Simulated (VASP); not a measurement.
A run of VASP 6.6.1:

File INCAR:

```
PREC = Accurate ; ENCUT = 520
EDIFF = 1E-7 ; ISMEAR = -1
SIGMA = 0.05 ; LREAL = Auto
LASPH = T ; NELM = 80
ALGO = Normal ; ISIF = 2
LWAVE = F ; LCHARG = T
GGA = PE ; LELF = T
LVHAR = T ; NBANDS = 80
NELECT = 136.0
```

Contents of KPOINTS:

```
regular mesh
0
Gamma
  2 2 2
```

The input POSCAR:

```
Hf2Tl3Pb2S8
1.0
    7.7347500000     -4.1127500000      0.0000000000
    7.7347500000      4.1127500000      0.0000000000
   -2.2139820000      0.0000000000      6.3345410000
Hf Tl Pb S
2 3 2 8
Direct
    0.8628754804      0.1336796868      0.2332923569
    0.1576876129      0.8673830722      0.7673799885
    0.8889170626      0.6065026197      0.2309401739
    0.1404724975      0.3438400740      0.7879181775
    0.6086350717      0.9080940712      0.7399431151
    0.3934365869      0.6245228431      0.2536884677
    0.6238281969      0.3557350718      0.6816121326
    0.9716123419      0.1973372219     -0.0185490946
    0.8467511482     -0.0507748381      0.5075821595
    0.0304565650      0.7863741384      1.0294037090
    0.2112222704      0.9866888074      0.5108183845
    0.7755332595      0.4475775121      0.4888278409
    0.5416507955      0.2705912854      0.0564997527
    0.2479960752      0.5488896379      0.5368660492
    0.4720364295      0.7541347821      0.9726040135
```

Potentials or basis: VASP PAW PBE potentials, release 64 (Hf_pv, Tl_d, Pb_d, S).

Launch:

```console
$ cat potpaw_PBE.64/Hf_pv/POTCAR potpaw_PBE.64/Tl_d/POTCAR potpaw_PBE.64/Pb_d/POTCAR potpaw_PBE.64/S/POTCAR > POTCAR
$ mpirun -np 1 vasp_std > vasp.out
```

Hardware: 1 thread of Intel(R) Xeon(R) 6975P-C (Granite Rapids), with other jobs on the host.

Estimate the wall time of this run.

Wall time 5.9 min on 1 thread of Intel(R) Xeon(R) 6975P-C (Granite Rapids), on a shared host, peak memory 0.62 GiB. Counts: scf iterations 18, k points 8.
